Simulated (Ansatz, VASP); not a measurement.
## Al3P2 in VASP and in Ansatz

File INCAR:

```
SYSTEM = Al3P2
PREC = Accurate ; ENCUT = 600
EDIFF = 1E-7 ; ISMEAR = 0
SIGMA = 0.1 ; LREAL = .False.
LASPH = .True. ; NELM = 80
ALGO = Normal ; ISIF = 3
LWAVE = .False. ; LCHARG = .False.
GGA = PE ; IBRION = 2
NSW = 90 ; EDIFFG = -0.04
```

The input KPOINTS:

```
regular mesh
0
Gamma
  4 4 4
  0 0 0
```

The input POSCAR:

```
Al3P2
1.0
    3.9127807400      0.0000000000      0.0000000000
    0.0000000000      3.9127807400      0.0000000000
    0.0000000000      0.0000000000      6.3462642700
Al P
3 2
Direct
    0.5000000000      0.5000000000      0.0000000000
    0.0000000000      0.0000000000      0.2297547200
    0.0000000000      0.0000000000      0.7702452800
    0.0000000000      0.5000000000      0.5000000000
    0.5000000000      0.0000000000      0.5000000000
```

Input for Ansatz:

```yaml
crystal:
  lattice:
    - [3.91278074, 0.0, 0.0]
    - [0.0, 3.91278074, 0.0]
    - [0.0, 0.0, 6.34626427]
  atoms:
    - { symbol: Al, position: [0.5, 0.5, 0.0] }
    - { symbol: Al, position: [0.0, 0.0, 0.22975472] }
    - { symbol: Al, position: [0.0, 0.0, 0.77024528] }
    - { symbol: P, position: [0.0, 0.5, 0.5] }
    - { symbol: P, position: [0.5, 0.0, 0.5] }
basis:
  ecutwfc: 420
kpoints:
  mp_grid: { grid: [4, 4, 4] }
hamiltonian:
  xc: pbe
scf:
  occupations: { method: gaussian, width: 0.1 }
  lower_state_search: "off"
output:
  forces: true
  stress: true
  eigenvalues: true
relax:
  adjacent_minimum: "off"
  f_tol: 0.04
  max_steps: 70
  cell: { stress_tol: 0.4 }
```

Alike in both runs: task relaxation of cell and atoms; functional PBE; k mesh 4 × 4 × 4; occupations gaussian, width 0.1 eV; no spin polarisation.

|  | VASP | Ansatz |
| --- | --- | --- |
| version | VASP 6.6.1 | Ansatz 0.2.0 |
| potentials or method | VASP PAW PBE potentials, release 64 (Al, P), cutoff 600 eV | scalar-relativistic, plane waves, PAW |
| valence electrons in the cell | 19 | 19 |

```csv
,VASP,Ansatz,Ansatz less VASP
"gap on the k mesh at the Fermi level, each at its own relaxed structure (eV)",none,none,-
relaxed volume (Å³/atom),16.84,16.85,+0.016
relaxed length of the cell vector where the two differ most in proportion (Å),7.502,7.542,+0.0402
```

A gap of «none» marks a metal or a gap that the smearing closes.

The k mesh is coarse, so the values compare programs but aren't converged.
